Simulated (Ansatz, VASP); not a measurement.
## MgO in VASP and in Ansatz

INCAR

```
  PREC = Accurate
  ENCUT = 520
  EDIFF = 1E-6
  ISMEAR = 0
  SIGMA = 0.05
  LREAL = F
  LASPH = T
  NELM = 80
  ALGO = Normal
  ISIF = 2
  LWAVE = F
  LCHARG = F
  GGA = PE
  NBANDS = 16
```

Contents of KPOINTS:

```
regular mesh
0
Gamma
  9 9 6
```

File POSCAR:

```
MgO
1.0
    3.5971759398      0.0000000000      0.0000000000
   -1.7985879699      3.1152457457      0.0000000000
    0.0000000000      0.0000000000      4.1273996733
Mg O
2 2
Direct
    0.6666666667      0.3333333333      0.7500000000
    0.3333333333      0.6666666667      0.2500000000
    0.6666666667      0.3333333333      0.2500000000
    0.3333333333      0.6666666667      0.7500000000
```

Input for Ansatz:

```yaml
crystal:
  lattice:
    - [3.5971759398, 0.0, 0.0]
    - [-1.7985879699, 3.1152457457, 0.0]
    - [0.0, 0.0, 4.1273996733]
  atoms:
    - { symbol: Mg, position: [0.6666666667, 0.3333333333, 0.75] }
    - { symbol: Mg, position: [0.3333333333, 0.6666666667, 0.25] }
    - { symbol: O, position: [0.6666666667, 0.3333333333, 0.25] }
    - { symbol: O, position: [0.3333333333, 0.6666666667, 0.75] }
basis:
  ecutwfc: 520.0
kpoints:
  mp_grid: { grid: [9, 9, 6] }
hamiltonian:
  xc: pbe
  pseudopotentials: { kind: paw, azcp: { folder: soft_1 } }
scf:
  occupations: { method: gaussian, width: 0.05 }
output:
  forces: true
  stress: true
  eigenvalues: true
```

Alike in both runs: task single point; functional PBE; k mesh 9 × 9 × 6; occupations gaussian, width 0.05 eV; no spin polarisation.

|  | VASP | Ansatz |
| --- | --- | --- |
| version | VASP 6.6.1 | Ansatz 0.2.0 |
| potentials or method | VASP PAW PBE potentials, release 64 (Mg, O), cutoff 520 eV | scalar-relativistic, plane waves, PAW |
| valence electrons in the cell | 16 | 32 |

Ansatz gave:

| Property | Result |
| --- | --- |
| gap on the k mesh at the Fermi level (eV) | 3.27 |
| least direct gap on the mesh (eV) | 3.27 |
| pressure (GPa) | -1.1 |
| traceless stress, the component that is largest in VASP (GPa) | 4.86 |

Q: What did VASP give for the same quantities?

A: gap on the k mesh at the Fermi level (eV): 3.25; least direct gap on the mesh (eV): 3.25; pressure (GPa): -1.7; traceless stress, the component that is largest in VASP (GPa): 4.79.

VASP's potentials hold 16 valence electrons a cell and Ansatz's 32, so a difference there can come from the potentials and not from the codes.
